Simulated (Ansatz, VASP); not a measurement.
**Two plane-wave programs on Ir**

```
Ir
1.0
     2.73803    0.00000    0.00000
    -1.36901    2.37120    0.00000
     0.00000    0.00000   24.94240
Ir
5
Direct
  0.83333 0.16667 0.32285
  0.16667 0.83333 0.41060
  0.50000 0.50000 0.50000
  0.83333 0.16667 0.58940
  0.16667 0.83333 0.67715
```

Alike in both runs: task single point; functional PBE; k mesh 15 × 15 × 1; occupations fermi-dirac, width 0.1 eV; no spin polarisation.

|  | VASP | Ansatz |
| --- | --- | --- |
| version | VASP 6.6.1 | Ansatz 0.2.0 |
| potentials or method | VASP PAW PBE potentials, release 64 (Ir) | PAW with Ansatz's default frozen-core files, scalar-relativistic |
| plane-wave cutoff (eV) | 520 | 420 |
| valence electrons in the cell | 45 | 85 |

```csv
,VASP,Ansatz,Ansatz less VASP
rms of the force components (eV/Å),0.009,0.002,-0.0071
```

Atom by atom the forces differ by 0.012 eV/Å (rms over components). The functional is the same, so the differences come from potentials, cutoffs and numerics. VASP's potentials hold 45 valence electrons a cell and Ansatz's 85, so a difference there can come from the potentials and not from the codes. Ansatz's warnings: xc potential rough in thin density.

Neither program's run includes spin-orbit coupling.
